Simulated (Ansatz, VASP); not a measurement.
## Two plane-wave programs on Mg2Sn

The input INCAR:

```
SYSTEM = Mg2Sn
PREC = Accurate
ENCUT = 600
EDIFF = 1E-6
ISMEAR = -1
SIGMA = 0.02
LREAL = .False.
LASPH = .True.
NELM = 120
ALGO = Normal
ISIF = 2
LWAVE = .False.
LCHARG = .False.
GGA = PE
NBANDS = 16
GGA_COMPAT = .False.
```

File KPOINTS:

```
regular mesh
0
Gamma
  6 6 6
  0 0 0
```

File POSCAR:

```
Mg2Sn
1.0
    0.0000000000      3.3728920277      3.3728920277
    3.3728920277      0.0000000000      3.3728920277
    3.3728920277      3.3728920277      0.0000000000
Sn Mg
1 2
Direct
    0.0000000000      0.0000000000      0.0000000000
    0.2500000000      0.2500000000      0.2500000000
    0.7500000000      0.7500000000      0.7500000000
```

Input for Ansatz:

```yaml
crystal:
  lattice:
    - [0.0, 3.3728920277, 3.3728920277]
    - [3.3728920277, 0.0, 3.3728920277]
    - [3.3728920277, 3.3728920277, 0.0]
  atoms:
    - { symbol: Sn, position: [0.0, 0.0, 0.0] }
    - { symbol: Mg, position: [0.25, 0.25, 0.25] }
    - { symbol: Mg, position: [0.75, 0.75, 0.75] }
kpoints:
  mp_grid: { grid: [6, 6, 6] }
hamiltonian:
  xc: pbe
scf:
  occupations: { method: fermi_dirac, width: 0.02 }
  n_extra_bands: 4
output:
  forces: true
  stress: true
  eigenvalues: true
```

Alike in both runs: task single point; functional PBE; k mesh 6 × 6 × 6; occupations fermi-dirac, width 0.02 eV; no spin polarisation.

|  | VASP | Ansatz |
| --- | --- | --- |
| version | VASP 6.6.1 | Ansatz 0.2.0 |
| potentials or method | VASP PAW PBE potentials, release 64 (Sn_d, Mg) | plane waves, PAW |
| plane-wave cutoff (eV) | 600 | 420 |
| valence electrons in the cell | 18 | 34 |

|  | VASP | Ansatz | Ansatz less VASP |
| --- | --- | --- | --- |
| pressure (GPa) | 1.4 | 1.3 | -0.01 |

VASP's potentials hold 18 valence electrons a cell and Ansatz's 34, so a difference there can come from the potentials and not from the codes.
